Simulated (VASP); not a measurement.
# K (Pm-3m) in VASP: a series of runs

The runs below take K through single point, with PBE.

All numbers are computed with VASP 6.6.1; they aren't measurements. Logs are shortened: lines on timing, memory, paths and dates and some standing lists are left out, and cuts for length are marked.

## Step 1: The cell of the first run

It takes space group Pm-3m (No. 221, cubic). The conventional cell has a = 3.170 Å, b = 3.170 Å, c = 3.170 Å, α = 90.00°, β = 90.00°, γ = 90.00°. K (site symmetry m-3m) has 6 K at 3.17 Å within 4.2 Å.

## Step 2: Single point, PBE (volume scaled by 0.4)

File INCAR:

```
ALGO = Normal ; EDIFF = 1E-7
ENCUT = 520 ; GGA = PE
ISIF = 2 ; ISMEAR = -1
LASPH = True ; LCHARG = False
LREAL = False ; LWAVE = False
NBANDS = 10 ; NELM = 80
PREC = Accurate ; SIGMA = 0.08
```

File KPOINTS:

```
k-points
0
Gamma
  10 10 10
```

File POSCAR:

```
K
1.0
    3.1700507842      0.0000000000      0.0000000000
    0.0000000000      3.1700507842      0.0000000000
    0.0000000000      0.0000000000      3.1700507842
K
1
Direct
    0.0000000000      0.0000000000      0.0000000000
```

Potentials or basis: VASP PAW PBE potentials, release 64 (K_sv).

Command:

```
$ cat potpaw_PBE.64/K_sv/POTCAR > POTCAR
$ mpirun -np 1 vasp_std > vasp.out
```

OUTCAR:

```text
EDIFF = 1E-7
   ENCUT = 520
   GGA = PE
   ISIF = 2
   ISMEAR = -1
   LASPH = True
   LREAL = False
   NELM = 80
   PREC = Accurate

 ion  position               nearest neighbor table
   1  0.000  0.000  0.000-

  LATTYP: Found a simple cubic cell.
 ALAT       =     3.1700507842

  Lattice vectors:

 A1 = (   3.1700507842,   0.0000000000,   0.0000000000)
 A2 = (   0.0000000000,   3.1700507842,   0.0000000000)
 A3 = (   0.0000000000,   0.0000000000,   3.1700507842)

Analysis of symmetry for initial positions (statically):
=====================================================================
 Subroutine PRICEL returns:
 Original cell was already a primitive cell.

 Routine SETGRP: Setting up the symmetry group for a
 simple cubic supercell.

 Subroutine GETGRP returns: Found 48 space group operations
 (whereof 48 operations were pure point group operations)
 out of a pool of 48 trial point group operations.

The static configuration has the point symmetry O_h .

Analysis of symmetry for dynamics (positions and initial velocities):
=====================================================================
 Subroutine PRICEL returns:
 Original cell was already a primitive cell.

 Routine SETGRP: Setting up the symmetry group for a
 simple cubic supercell.

 Subroutine GETGRP returns: Found 48 space group operations
 (whereof 48 operations were pure point group operations)
 out of a pool of 48 trial point group operations.

The dynamic configuration has the point symmetry O_h .

 Subroutine INISYM returns: Found 48 space group operations
 (whereof 48 operations are pure point group operations),
 and found     1 'primitive' translations

----------------------------------------------------------------------------------------

                                     Primitive cell

  volume of cell :      31.8565

  direct lattice vectors                    reciprocal lattice vectors
     3.170050784  0.000000000  0.000000000     0.315452360  0.000000000  0.000000000
     0.000000000  3.170050784  0.000000000     0.000000000  0.315452360  0.000000000
     0.000000000  0.000000000  3.170050784     0.000000000  0.000000000  0.315452360

  length of vectors
     3.170050784  3.170050784  3.170050784     0.315452360  0.315452360  0.315452360

  position of ions in fractional coordinates (direct lattice)
     0.000000000  0.000000000  0.000000000

  ion indices of the primitive-cell ions
   primitive index   ion index
                 1           1

----------------------------------------------------------------------------------------

 KPOINTS: k-points

Automatic generation of k-mesh.
 Grid dimensions read from file:
 generate k-points for:   10   10   10

 Generating k-lattice:

  Cartesian coordinates                     Fractional coordinates (reciprocal lattice)
     0.031545236  0.000000000  0.000000000     0.100000000  0.000000000  0.000000000
     0.000000000  0.031545236  0.000000000     0.000000000  0.100000000  0.000000000
     0.000000000  0.000000000  0.031545236     0.000000000  0.000000000  0.100000000

  Length of vectors
     0.031545236  0.031545236  0.031545236

  Shift w.r.t. Gamma in fractional coordinates (k-lattice)
     0.000000000  0.000000000  0.000000000

 Subroutine IBZKPT returns following result:
 ===========================================

 Found     56 irreducible k-points:

 Following reciprocal coordinates:
            Coordinates               Weight
  0.000000  0.000000  0.000000      1.000000
  0.100000  0.000000  0.000000      6.000000
  0.200000  0.000000  0.000000      6.000000
  0.300000  0.000000  0.000000      6.000000
  0.400000  0.000000  0.000000      6.000000
  0.500000  0.000000  0.000000      3.000000
[... 16 lines left out ...]
  0.200000  0.100000  0.100000     24.000000
  0.300000  0.100000  0.100000     24.000000
 [... further k-points ...]
   k-points           NKPTS =     56   k-points in BZ     NKDIM =     56   number of bands    NBANDS=     10
   number of dos      NEDOS =    301   number of ions     NIONS =      1
   total plane-waves  NPLWV =  13824
   dimension x,y,z NGX =    24 NGY =   24 NGZ =   24
   dimension x,y,z NGXF=    48 NGYF=   48 NGZF=   48
   ions per type =               1
   NGX,Y,Z   is equivalent  to a cutoff of  12.59, 12.59, 12.59 a.u.
   NGXF,Y,Z  is equivalent  to a cutoff of  25.17, 25.17, 25.17 a.u.
 SYSTEM =  unknown system
   PREC   = accura    normal or accurate (medium, high low for compatibility)
   ISTART =      0    job   : 0-new  1-cont  2-samecut
   ICHARG =      2    charge: 1-file 2-atom 10-const
   ISPIN  =      1    spin polarized calculation?
   LNONCOLLINEAR =      F non collinear calculations
   LSORBIT =      F    spin-orbit coupling
   LASPH  =      T    aspherical Exc in radial PAW
   ENCUT  =  520.0 eV  38.22 Ry    6.18 a.u.   5.89  5.89  5.89*2*pi/ulx,y,z
   NELM   =     80;   NELMIN=  2; NELMDL= -5     # of ELM steps
   EDIFF  = 0.1E-06   stopping-criterion for ELM
   LREAL  =      F    real-space projection
   EDIFFG = 0.1E-05   stopping-criterion for IOM
   NSW    =      0    number of steps for IOM
   IBRION =     -1    ionic relax: 0-MD 1-quasi-New 2-CG
   NFREE  =      0    steps in history (QN), initial steepest desc. (CG)
   ISIF   =      2    stress and relaxation
   ISYM   =      2    0-nonsym 1-usesym 2-fastsym
   POTIM  = 0.5000    time-step for ionic-motion
   TEBEG  =    0.0;   TEEND  =   0.0 temperature during run
   PSTRESS=    0.0 pullay stress
   NELECT =       9.0000    total number of electrons
   NUPDOWN=      -1.0000    fix difference up-down
   EMIN   =  10.00;   EMAX   =-10.00  energy-range for DOS
   EFERMI =   0.00;   METHOD = LEGACY
   ISMEAR =    -1;   SIGMA  =   0.08  broadening in eV -4-tet -1-fermi 0-gaus
   EFERMI_NEDOS =   21; number of points for ismear=-14 and -15
   IALGO  =     38    algorithm
   IMIX   =      4    mixing-type and parameters
     AMIX     =   0.40;   BMIX     =  1.00
     AMIX_MAG =   1.60;   BMIX_MAG =  1.00
  volume/ion in A,a.u.               =      31.86       214.98
  Fermi-wavevector in a.u.,A,eV,Ry     =   1.074211  2.029964 15.700150  1.153928
  Thomas-Fermi vector in A             =   2.210032
   LORBIT       =      0    0 simple, 1 ext, 2 COOP (PROOUT), +10 PAW based schemes
   GGA     = PE    functional components
   LHFCALC =     F    Hartree Fock is set to
   AEXX    =    0.0000 exact exchange contribution
   IVDW    =     0    specifies the selected vdW correction
   LEPSILON=     F    determine dielectric tensor
   LRPA    =     F    only Hartree local field effects (RPA)
 non-spin polarized calculation
  energy-cutoff  :      520.00
  volume of cell :       31.86
 maximum number of plane-waves:       877
 NGX is ok and might be reduce to    24
   NGX = 11   NGY = 11   NGZ = 11

 number of electron       8.9999997 magnetization

 Free energy of the ion-electron system (eV)
  ---------------------------------------------------
  ext. energy  EPLUGINS =         0.00000000
  ---------------------------------------------------
  free energy    TOTEN  =         0.00351190 eV

  energy without entropy =        0.03521798  energy(sigma->0) =        0.01936494

 E-fermi :   2.6130     XC(G=0):  -8.1615

 val. band max:        2.6037007312   @ k =   0.4000   0.4000   0.1000
 cond. band min:       2.6133298390   @ k =   0.4000   0.3000   0.0000
 fundamental gap:      0.0096291078
 Fermi energy:         2.6130112930

 k-point     1 :       0.0000    0.0000    0.0000
  band No.  band energies     occupation
      1     -29.9375      2.00000
      2     -12.8574      2.00000
      3     -12.8574      2.00000
      4     -12.8574      2.00000
      5      -0.4916      2.00000
      6       5.1105      0.00000
      7       5.1105      0.00000
      8      11.2512      0.00000
      9      11.2512      0.00000
     10      11.2512      0.00000

 k-point     2 :       0.1000    0.0000    0.0000
  band No.  band energies     occupation
      1     -29.9238      2.00000
      2     -12.9784      2.00000
      3     -12.8471      2.00000
      4     -12.8471      2.00000
      5      -0.2808      2.00000
      6       5.1899      0.00000
      7       5.2402      0.00000
      8      10.7645      0.00000
      9      10.7645      0.00000
     10      11.2789      0.00000

 k-point     3 :       0.2000    0.0000    0.0000
  band No.  band energies     occupation
      1     -29.8875      2.00000
      2     -13.2821      2.00000
      3     -12.8200      2.00000
      4     -12.8200      2.00000
      5       0.3035      2.00000
      6       5.4108      0.00000
      7       5.4600      0.00000
      8       9.8674      0.00000
      9       9.8674      0.00000
     10      11.3526      0.00000

 k-point     4 :       0.3000    0.0000    0.0000
  band No.  band energies     occupation
      1     -29.8420      2.00000
      2     -13.6355      2.00000
      3     -12.7863      2.00000
      4     -12.7863      2.00000
      5       1.1617      2.00000
      6       5.2981      0.00000
      7       5.7159      0.00000
      8       9.0681      0.00000
      9       9.0681      0.00000
     10      11.4464      0.00000
[... 222 lines left out ...]
 k-point    22 :       0.1000    0.1000    0.1000
  band No.  band energies     occupation
      1     -29.8965      2.00000
      2     -12.9805      2.00000
      3     -12.9428      2.00000
      4     -12.9428      2.00000
      5       0.1245      2.00000
      6       5.4339      0.00000
      7       5.4339      0.00000
      8       9.9752      0.00000
      9      10.4569      0.00000
     10      10.4569      0.00000

 k-point    23 :       0.2000    0.1000    0.1000
  band No.  band energies     occupation
      1     -29.8607      2.00000
      2     -13.2559      2.00000
      3     -12.9345      2.00000
      4     -12.9138      2.00000
      5       0.6751      2.00000
      6       5.6480      0.00000
      7       5.6836      0.00000
      8       9.2347      0.00000
      9       9.4724      0.00000
     10      10.5194      0.00000

 k-point    24 :       0.3000    0.1000    0.1000
  band No.  band energies     occupation
      1     -29.8158      2.00000
      2     -13.6019      2.00000
      3     -12.8972      2.00000
      4     -12.8775      2.00000
      5       1.4768      2.00000
      6       5.4694      0.00000
      7       5.9582      0.00000
      8       8.5716      0.00000
      9       8.8847      0.00000
     10      10.6690      0.00000

 [... further k-points ...]

------------------------ aborting loop because EDIFF is reached ----------------------------------------

  FORCE on cell =-STRESS in cart. coord.  units (eV):
  Direction    XX          YY          ZZ          XY          YZ          ZX
  --------------------------------------------------------------------------------------
  -------------------------------------------------------------------------------------
  Total        2.4302966      2.4302966      2.4302966     -0.0000000     -0.0000000      0.0000000
  in kB      122.2281377    122.2281377    122.2281377     -0.0000000     -0.0000000      0.0000000
  external PRESSURE =     122.2281377 kB  Pullay stress =       0.0000000 kB

 VOLUME and BASIS-vectors are now :
 -----------------------------------------------------------------------------
  energy-cutoff  :      520.00
  volume of cell :       31.86
      direct lattice vectors                 reciprocal lattice vectors
     3.170050784  0.000000000  0.000000000     0.315452360  0.000000000  0.000000000
     0.000000000  3.170050784  0.000000000     0.000000000  0.315452360  0.000000000
     0.000000000  0.000000000  3.170050784     0.000000000  0.000000000  0.315452360

 POSITION                                       TOTAL-FORCE (eV/Angst)
 -----------------------------------------------------------------------------------
      0.00000      0.00000      0.00000         0.000000      0.000000      0.000000
 -----------------------------------------------------------------------------------
    total drift:                                0.000000     -0.000000      0.000000

  FREE ENERGIE OF THE ION-ELECTRON SYSTEM (eV)
  ---------------------------------------------------
  free  energy   TOTEN  =         0.0035119011 eV

  energy  without entropy=        0.0352179764  energy(sigma->0) =        0.01936494
```

Wall time 13 s (1 thread of AMD EPYC 7R43 (Zen 3), shared host); peak memory 0.11 GiB.

What came out:

```
Free energy : 0.0035 eV
Pressure    : 12.2 GPa
```

Levels at points of the mesh, in eV from the Fermi level:
| k point | band 1 | band 2 | band 3 | band 4 | band 5 | band 6 | band 7 | band 8 | band 9 | band 10 |
| --- | --- | --- | --- | --- | --- | --- | --- | --- | --- | --- |
| (0.00, 0.00, 0.00) | -32.55 | -15.47 | -15.47 | -15.47 | -3.10 | 2.50 | 2.50 | 8.64 | 8.64 | 8.64 |
| (0.50, 0.00, 0.00) | -32.40 | -16.62 | -15.36 | -15.36 | 0.58 | 0.93 | 3.50 | 5.75 | 5.75 | 8.94 |
| (0.50, 0.50, 0.00) | -32.27 | -16.40 | -16.40 | -15.26 | -0.31 | 3.41 | 5.19 | 5.19 | 6.52 | 6.52 |
| (0.50, 0.50, 0.50) | -32.14 | -16.22 | -16.22 | -16.22 | 1.63 | 1.63 | 1.63 | 5.78 | 10.49 | 10.49 |

## Step 3: Single point, PBE (volume scaled by 0.4, source ansatz)

File INCAR:

```
SYSTEM = K
  ALGO = Normal
  EDIFF = 1E-7
  ENCUT = 520
  GGA = PE
  ISIF = 2
  ISMEAR = -1
  LASPH = .TRUE.
  LCHARG = .FALSE.
  LREAL = .FALSE.
  LWAVE = .FALSE.
  NBANDS = 10
  NELM = 60
  PREC = Accurate
  SIGMA = 0.08
```

File KPOINTS:

```
k-points
0
G
  10 10 10
  0 0 0
```

POSCAR is that of step 2.

Potentials or basis: VASP PAW PBE potentials, release 64 (K_sv).

Command:

```
$ cat potpaw_PBE.64/K_sv/POTCAR > POTCAR
$ mpirun -np 1 vasp_std > vasp.out
```

It took 15 s on 1 thread of AMD EPYC 7R43 (Zen 3), shared host; peak memory 0.11 GiB.

It converged, with:

```
Free energy : 0.0035 eV
Pressure    : 12.2 GPa
```

Levels at points of the mesh, in eV from the Fermi level:
```tsv
k point	band 3	band 4	band 5	band 6	band 7	band 8
(0.00, 0.00, 0.00)	-15.47	-15.47	-3.10	2.50	2.50	8.64
(0.50, 0.00, 0.00)	-15.36	-15.36	0.58	0.93	3.50	5.75
(0.50, 0.50, 0.00)	-16.40	-15.26	-0.31	3.41	5.19	5.19
(0.50, 0.50, 0.50)	-16.22	-16.22	1.63	1.63	1.63	5.78
```

## Step 4: Single point, PBE (volume scaled by 0.45)

File INCAR:

```
PREC = Accurate
ENCUT = 520
EDIFF = 1E-6
ISMEAR = -1
SIGMA = 0.08
LREAL = False
LASPH = True
NELM = 100
ALGO = Normal
ISIF = 2
LWAVE = False
LCHARG = False
GGA = PE
NBANDS = 10
```

File KPOINTS:

```
regular mesh
0
Gamma
  10 10 10
```

File POSCAR:

```
K
1.0
    3.2969856772      0.0000000000      0.0000000000
    0.0000000000      3.2969856772      0.0000000000
    0.0000000000      0.0000000000      3.2969856772
K
1
Direct
    0.0000000000      0.0000000000      0.0000000000
```

Command:

```
$ cat potpaw_PBE.64/K_sv/POTCAR > POTCAR
$ mpirun -np 1 vasp_std > vasp.out
```

Run time: 20 s. Hardware: 1 thread of AMD EPYC 7R43 (Zen 3), shared host; peak memory 0.13 GiB.

It converged, with:

| Quantity | Value |
| --- | --- |
| Free energy | -0.2627 eV |
| Pressure | 9.3 GPa |

Levels at points of the mesh, in eV from the Fermi level:
```csv
k point,band 1,band 2,band 3,band 4,band 5,band 6,band 7,band 8
"(0.00, 0.00, 0.00)",-32.47,-15.55,-15.55,-15.55,-3.08,2.58,2.58,8.19
"(0.50, 0.00, 0.00)",-32.38,-16.41,-15.47,-15.47,0.38,0.65,3.52,5.57
"(0.50, 0.50, 0.00)",-32.28,-16.26,-16.26,-15.40,-0.06,3.20,4.52,4.52
"(0.50, 0.50, 0.50)",-32.19,-16.13,-16.13,-16.13,1.75,1.75,1.75,5.51
```

## Step 5: Single point, PBE (volume scaled by 0.55)

File INCAR:

```
PREC     = Accurate       # precision mode
ENCUT    = 520            # plane-wave cutoff, eV
EDIFF    = 1E-6           # SCF threshold, eV
ISMEAR   = -1             # smearing method
SIGMA    = 0.08           # smearing width, eV
LREAL    = F              # projectors in reciprocal space
LASPH    = T              # aspherical terms in the spheres
NELM     = 100            # most SCF steps
ALGO     = Normal         # electronic algorithm
ISIF     = 2              # what is computed and relaxed
LWAVE    = F              # write WAVECAR
LCHARG   = F              # write CHGCAR
GGA      = PE             # functional
NBANDS   = 10             # bands
```

File KPOINTS:

```
Automatic mesh
0
Gamma
  10 10 10
```

File POSCAR:

```
K
1.0
    3.5250649150      0.0000000000      0.0000000000
    0.0000000000      3.5250649150      0.0000000000
    0.0000000000      0.0000000000      3.5250649150
K
1
Direct
    0.0000000000      0.0000000000      0.0000000000
```

Command:

```
$ cat potpaw_PBE.64/K_sv/POTCAR > POTCAR
$ mpirun -np 1 vasp_std > vasp.out
```

Run time: 19 s. Hardware: 1 thread of AMD EPYC 7R43 (Zen 3), shared host; peak memory 0.13 GiB.

It converged, with:

```yaml
Free_energy: -0.6074 eV
Pressure: 5.0 GPa
```

Levels at points of the mesh, in eV from the Fermi level:
```tsv
k point	band 1	band 2	band 3	band 4	band 5	band 6	band 7	band 8
(0.00, 0.00, 0.00)	-32.39	-15.64	-15.64	-15.64	-2.92	2.71	2.71	7.55
(0.50, 0.00, 0.00)	-32.34	-16.15	-15.60	-15.60	0.16	0.33	3.54	5.30
(0.50, 0.50, 0.00)	-32.29	-16.07	-16.07	-15.55	0.32	2.89	3.63	3.63
(0.50, 0.50, 0.50)	-32.25	-15.99	-15.99	-15.99	1.94	1.94	1.94	5.12
```

[end of part 1 of 2]
